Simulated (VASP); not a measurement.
# Si4O7 (a cell with a defect) in VASP: a series of runs

Si4O7 (a cell with a defect) is run at these levels: PBE; tasks: single point.

All numbers are computed with VASP 6.6.1; they aren't measurements. Logs are shortened: lines on timing, memory, paths and dates and some standing lists are left out, and cuts for length are marked.

## Step 1: The cell of the first run

The cell holds a defect, 11 atoms: a = 5.080 Å, b = 5.080 Å, c = 7.091 Å, α = 90.00°, β = 90.00°, γ = 90.00°.

## Step 2: Single point, PBE (atom 9 moved 0.625 of the way to it and +0.225 Å across, host rigid)

The input, INCAR:

```
PREC     = Accurate       # precision mode
ENCUT    = 520            # plane-wave cutoff, eV
EDIFF    = 1E-6           # SCF threshold, eV
ISMEAR   = 0              # smearing method
SIGMA    = 0.05           # smearing width, eV
LREAL    = F              # projectors in reciprocal space
LASPH    = T              # aspherical terms in the spheres
NELM     = 80             # most SCF steps
ALGO     = Normal         # electronic algorithm
ISIF     = 2              # what is computed and relaxed
LWAVE    = F              # write WAVECAR
LCHARG   = F              # write CHGCAR
GGA      = PE             # functional
NBANDS   = 40             # bands
```

The input, KPOINTS:

```
Automatic mesh
0
Gamma
  4 4 4
```

The input, POSCAR:

```
Si4O7
1.0
    5.0799801732      0.0000000000      0.0000000000
    0.0000000000      5.0799801732      0.0000000000
    0.0000000000      0.0000000000      7.0914769300
Si O
4 7
Direct
    0.2944292339      0.2944292339      0.0000000000
    0.2055707661      0.7944292339      0.2500000000
    0.7055707661      0.7055707661      0.5000000000
    0.7944292339      0.2055707661      0.7500000000
    0.4053663613      0.7409644515      0.4248320116
    0.7590355485      0.9053663613      0.6748320116
    0.5946336387      0.2590355485      0.9248320116
    0.7409644515      0.4053663613      0.5751679884
    1.0908292833      1.0025673208      0.2420872131
    0.2590355485      0.5946336387      0.0751679884
    0.0946336387      0.2409644515      0.8251679884
```

Potentials or basis: VASP PAW PBE potentials, release 64 (Si, O).

Run with:

```bash
cat potpaw_PBE.64/Si/POTCAR potpaw_PBE.64/O/POTCAR > POTCAR
mpirun -np 1 vasp_std > vasp.out
```

OUTCAR:

```text
PREC = Accurate
   ENCUT = 520
   EDIFF = 1E-6
   ISMEAR = 0
   LREAL = F
   LASPH = T
   NELM = 80
   ISIF = 2
   GGA = PE

 ion  position               nearest neighbor table
   1  0.294  0.294  0.000-  11 1.63  10 1.63   7 1.63   9 2.49   2 3.13   4 3.13   2 3.13   4 3.13

   2  0.206  0.794  0.250-   9 1.21   5 1.63  10 1.63   3 3.13   1 3.13   1 3.13   3 3.13
   3  0.706  0.706  0.500-   6 1.63   5 1.63   8 1.63   4 3.13   2 3.13   4 3.13   2 3.13
   4  0.794  0.206  0.750-   7 1.63   8 1.63   6 1.63  11 1.63   1 3.13   3 3.13   3 3.13   1 3.13

   5  0.405  0.741  0.425-   2 1.63   3 1.63
   6  0.759  0.905  0.675-   3 1.63   4 1.63
   7  0.595  0.259  0.925-   4 1.63   1 1.63
   8  0.741  0.405  0.575-   4 1.63   3 1.63
   9  0.091  0.003  0.242-   2 1.21   1 2.49
  10  0.259  0.595  0.075-   2 1.63   1 1.63
  11  0.095  0.241  0.825-   1 1.63   4 1.63

 -----------------------------------------------------------------------------
|                                                                             |
|           W    W    AA    RRRRR   N    N  II  N    N   GGGG   !!!           |
|           W    W   A  A   R    R  NN   N  II  NN   N  G    G  !!!           |
|           W    W  A    A  R    R  N N  N  II  N N  N  G       !!!           |
|           W WW W  AAAAAA  RRRRR   N  N N  II  N  N N  G  GGG   !            |
|           WW  WW  A    A  R   R   N   NN  II  N   NN  G    G                |
|           W    W  A    A  R    R  N    N  II  N    N   GGGG   !!!           |
|                                                                             |
|     The distance between some ions is very small. Please check the          |
|     nearest-neighbor list in the OUTCAR file.                               |
|     I HOPE YOU KNOW WHAT YOU ARE DOING!                                     |
|                                                                             |
 -----------------------------------------------------------------------------

  LATTYP: Found a simple tetragonal cell.
 ALAT       =     5.0799801732
 C/A-ratio  =     1.3959654739

  Lattice vectors:

 A1 = (   5.0799801732,   0.0000000000,   0.0000000000)
 A2 = (   0.0000000000,   5.0799801732,   0.0000000000)
 A3 = (   0.0000000000,   0.0000000000,   7.0914769300)

Analysis of symmetry for initial positions (statically):
=====================================================================
 Subroutine PRICEL returns:
 Original cell was already a primitive cell.

 Routine SETGRP: Setting up the symmetry group for a
 simple tetragonal supercell.

 Subroutine GETGRP returns: Found  1 space group operations
 (whereof  1 operations were pure point group operations)
 out of a pool of 16 trial point group operations.

The static configuration has the point symmetry C_1 .

Analysis of symmetry for dynamics (positions and initial velocities):
=====================================================================
 Subroutine PRICEL returns:
 Original cell was already a primitive cell.

 Routine SETGRP: Setting up the symmetry group for a
 simple tetragonal supercell.

 Subroutine GETGRP returns: Found  1 space group operations
 (whereof  1 operations were pure point group operations)
 out of a pool of 16 trial point group operations.

The dynamic configuration has the point symmetry C_1 .

 Subroutine INISYM returns: Found  1 space group operations
 (whereof  1 operations are pure point group operations),
 and found     1 'primitive' translations

----------------------------------------------------------------------------------------

                                     Primitive cell

  volume of cell :     183.0041

  direct lattice vectors                    reciprocal lattice vectors
     5.079980173  0.000000000  0.000000000     0.196851162  0.000000000  0.000000000
     0.000000000  5.079980173  0.000000000     0.000000000  0.196851162  0.000000000
     0.000000000  0.000000000  7.091476930     0.000000000  0.000000000  0.141014349

  length of vectors
     5.079980173  5.079980173  7.091476930     0.196851162  0.196851162  0.141014349

  position of ions in fractional coordinates (direct lattice)
[... 34 lines left out ...]
 Generating k-lattice:

  Cartesian coordinates                     Fractional coordinates (reciprocal lattice)
     0.049212790  0.000000000  0.000000000     0.250000000  0.000000000  0.000000000
     0.000000000  0.049212790  0.000000000     0.000000000  0.250000000  0.000000000
     0.000000000  0.000000000  0.035253587     0.000000000  0.000000000  0.250000000

  Length of vectors
     0.049212790  0.049212790  0.035253587

  Shift w.r.t. Gamma in fractional coordinates (k-lattice)
     0.000000000  0.000000000  0.000000000

 Subroutine IBZKPT returns following result:
 ===========================================

 Found     36 irreducible k-points:

 Following reciprocal coordinates:
            Coordinates               Weight
  0.000000  0.000000  0.000000      1.000000
  0.250000  0.000000  0.000000      2.000000
  0.000000  0.250000  0.000000      2.000000
  0.500000  0.000000  0.000000      1.000000
  0.000000  0.500000  0.000000      1.000000
  0.250000  0.250000  0.000000      2.000000
[... 16 lines left out ...]
 -0.250000  0.500000  0.250000      2.000000
  0.500000 -0.250000  0.250000      2.000000
 [... further k-points ...]
   k-points           NKPTS =     36   k-points in BZ     NKDIM =     36   number of bands    NBANDS=     40
   number of dos      NEDOS =    301   number of ions     NIONS =     11
   total plane-waves  NPLWV =  86400
   dimension x,y,z NGX =    40 NGY =   40 NGZ =   54
   dimension x,y,z NGXF=    80 NGYF=   80 NGZF=  108
   ions per type =               4   7
   NGX,Y,Z   is equivalent  to a cutoff of  13.09, 13.09, 12.66 a.u.
   NGXF,Y,Z  is equivalent  to a cutoff of  26.18, 26.18, 25.32 a.u.
 SYSTEM =  unknown system
   PREC   = accura    normal or accurate (medium, high low for compatibility)
   ISTART =      0    job   : 0-new  1-cont  2-samecut
   ICHARG =      2    charge: 1-file 2-atom 10-const
   ISPIN  =      1    spin polarized calculation?
   LNONCOLLINEAR =      F non collinear calculations
   LSORBIT =      F    spin-orbit coupling
   LASPH  =      T    aspherical Exc in radial PAW
   ENCUT  =  520.0 eV  38.22 Ry    6.18 a.u.   9.45  9.45 13.19*2*pi/ulx,y,z
   NELM   =     80;   NELMIN=  2; NELMDL= -5     # of ELM steps
   EDIFF  = 0.1E-05   stopping-criterion for ELM
   LREAL  =      F    real-space projection
   EDIFFG = 0.1E-04   stopping-criterion for IOM
   NSW    =      0    number of steps for IOM
   IBRION =     -1    ionic relax: 0-MD 1-quasi-New 2-CG
   NFREE  =      0    steps in history (QN), initial steepest desc. (CG)
   ISIF   =      2    stress and relaxation
   ISYM   =      2    0-nonsym 1-usesym 2-fastsym
   POTIM  = 0.5000    time-step for ionic-motion
   TEBEG  =    0.0;   TEEND  =   0.0 temperature during run
   PSTRESS=    0.0 pullay stress
   NELECT =      58.0000    total number of electrons
   NUPDOWN=      -1.0000    fix difference up-down
   EMIN   =  10.00;   EMAX   =-10.00  energy-range for DOS
   EFERMI =   0.00;   METHOD = LEGACY
   ISMEAR =     0;   SIGMA  =   0.05  broadening in eV -4-tet -1-fermi 0-gaus
   EFERMI_NEDOS =   21; number of points for ismear=-14 and -15
   IALGO  =     38    algorithm
   IMIX   =      4    mixing-type and parameters
     AMIX     =   0.40;   BMIX     =  1.00
     AMIX_MAG =   1.60;   BMIX_MAG =  1.00
  volume/ion in A,a.u.               =      16.64       112.27
  Fermi-wavevector in a.u.,A,eV,Ry     =   1.116171  2.109257 16.950639  1.245837
  Thomas-Fermi vector in A             =   2.252782
   LORBIT       =      0    0 simple, 1 ext, 2 COOP (PROOUT), +10 PAW based schemes
   GGA     = PE    functional components
   LHFCALC =     F    Hartree Fock is set to
   AEXX    =    0.0000 exact exchange contribution
   IVDW    =     0    specifies the selected vdW correction
   LEPSILON=     F    determine dielectric tensor
   LRPA    =     F    only Hartree local field effects (RPA)
 non-spin polarized calculation
 Gauss-broadening in eV      SIGMA  =   0.05
  energy-cutoff  :      520.00
  volume of cell :      183.00
 maximum number of plane-waves:      4954
 NGX is ok and might be reduce to    40
   NGX = 19   NGY = 19   NGZ = 27

 number of electron      57.9999990 magnetization

 Free energy of the ion-electron system (eV)
  ---------------------------------------------------
  ext. energy  EPLUGINS =         0.00000000
  ---------------------------------------------------
  free energy    TOTEN  =       -74.54803435 eV

  energy without entropy =      -74.54803435  energy(sigma->0) =      -74.54803435

 E-fermi :   2.7712     XC(G=0):  -7.9319

 val. band max:        2.5627971907   @ k =   0.5000   0.5000   0.5000
 cond. band min:       2.9738939623   @ k =   0.0000   0.0000   0.5000
 fundamental gap:      0.4110967715
 Fermi energy:         2.7711961840

 k-point     1 :       0.0000    0.0000    0.0000
  band No.  band energies     occupation
      1     -19.9073      2.00000
      2     -19.3091      2.00000
      3     -18.9009      2.00000
      4     -18.3523      2.00000
      5     -18.2675      2.00000
      6     -17.9316      2.00000
[... 1021 lines left out ...]
     39       9.6157      0.00000
     40       9.6939      0.00000

 [... further k-points ...]

------------------------ aborting loop because EDIFF is reached ----------------------------------------

  FORCE on cell =-STRESS in cart. coord.  units (eV):
  Direction    XX          YY          ZZ          XY          YZ          ZX
  --------------------------------------------------------------------------------------
  -------------------------------------------------------------------------------------
  Total       11.3347153     41.2951954     -0.3227349    -23.2406548     -1.1425756      4.3993495
  in kB       99.2339933    361.5341934     -2.8255029   -203.4689824    -10.0031045     38.5157467
  external PRESSURE =     152.6475613 kB  Pullay stress =       0.0000000 kB

 VOLUME and BASIS-vectors are now :
 -----------------------------------------------------------------------------
  energy-cutoff  :      520.00
  volume of cell :      183.00
      direct lattice vectors                 reciprocal lattice vectors
     5.079980173  0.000000000  0.000000000     0.196851162  0.000000000  0.000000000
     0.000000000  5.079980173  0.000000000     0.000000000  0.196851162  0.000000000
     0.000000000  0.000000000  7.091476930     0.000000000  0.000000000  0.141014349

 POSITION                                       TOTAL-FORCE (eV/Angst)
 -----------------------------------------------------------------------------------
      1.49569      1.49569      0.00000        -0.326702     -0.507669      0.117622
      1.04430      4.03568      1.77287        18.412210    -36.794951      3.974773
      3.58429      3.58429      3.54574         1.893350     -0.041967     -1.398527
      4.03568      1.04430      5.31861        -0.021518     -0.308946     -0.756445
      2.05925      3.76408      3.01269         0.135825     -0.287937     -0.152513
      3.85589      4.59924      4.78556        -0.078100      0.372085      0.698237
      3.02073      1.31590      6.55842        -0.260077      0.024035      0.490198
      3.76408      2.05925      4.07879        -0.180310     -0.645640      0.666943
      0.46141      0.01304      1.71676       -19.879109     38.446250     -3.944972
      1.31590      3.02073      0.53305         0.061556     -0.232108     -0.014558
      0.48074      1.22409      5.85166         0.242875     -0.023151      0.319244
 -----------------------------------------------------------------------------------
    total drift:                               -0.000605     -0.000299      0.000413

  FREE ENERGIE OF THE ION-ELECTRON SYSTEM (eV)
  ---------------------------------------------------
  free  energy   TOTEN  =       -74.5480343537 eV

  energy  without entropy=      -74.5480343536  energy(sigma->0) =      -74.54803435
```

Run time: 2.1 min. Hardware: 1 thread of Intel Xeon 6975P-C (Granite Rapids), shared host; peak memory 0.37 GiB.

What came out:

| Quantity | Value |
| --- | --- |
| Free energy | -74.5480 eV |
| Pressure | 15.3 GPa |
| Largest force | 43.461 eV/Å |
| Band gap on the k mesh | 0.41 eV |

Forces in eV/Å, atoms in the order of the input:
```
Si   -0.327  -0.508   0.118
Si   18.412 -36.795   3.975
Si    1.893  -0.042  -1.399
Si   -0.022  -0.309  -0.756
O     0.136  -0.288  -0.153
O    -0.078   0.372   0.698
O    -0.260   0.024   0.490
O    -0.180  -0.646   0.667
O   -19.879  38.446  -3.945
O     0.062  -0.232  -0.015
O     0.243  -0.023   0.319
```

Levels at points of the mesh, in eV from the valence-band top:
| k point | band 25 | band 26 | band 27 | band 28 | band 29 | band 30 | band 31 | band 32 | band 33 | band 34 |
| --- | --- | --- | --- | --- | --- | --- | --- | --- | --- | --- |
| (0.00, 0.00, 0.00) | -4.35 | -4.17 | -3.88 | -3.42 | -1.31 | 0.73 | 3.89 | 4.20 | 4.72 | 5.40 |
| (0.50, 0.00, 0.00) | -4.39 | -4.14 | -3.91 | -3.58 | -0.21 | 0.52 | 3.03 | 4.52 | 4.95 | 5.28 |
| (0.00, 0.50, 0.00) | -4.55 | -4.18 | -3.96 | -3.81 | -0.69 | 0.65 | 3.52 | 4.00 | 4.91 | 5.34 |
| (0.50, 0.50, 0.00) | -4.35 | -4.28 | -4.04 | -3.70 | -0.14 | 0.97 | 3.06 | 3.91 | 4.27 | 5.46 |
| (0.00, 0.00, 0.50) | -4.24 | -3.99 | -3.89 | -3.61 | -0.91 | 0.41 | 3.61 | 4.16 | 4.55 | 5.35 |
| (0.50, 0.00, 0.50) | -4.33 | -4.30 | -3.94 | -3.45 | -0.46 | 0.79 | 3.06 | 4.24 | 5.14 | 5.31 |
| (0.00, 0.50, 0.50) | -4.45 | -4.23 | -4.01 | -3.65 | -0.89 | 0.85 | 3.56 | 4.12 | 4.49 | 5.41 |
| (0.50, 0.50, 0.50) | -4.41 | -4.29 | -4.17 | -3.71 | 0.00 | 0.89 | 3.08 | 3.84 | 4.83 | 5.05 |

Caveat: the cell differs from its parent crystal (atom 9 moved 0.625 of the way to it and +0.225 Å across, host rigid).

[end of part 1 of 2]
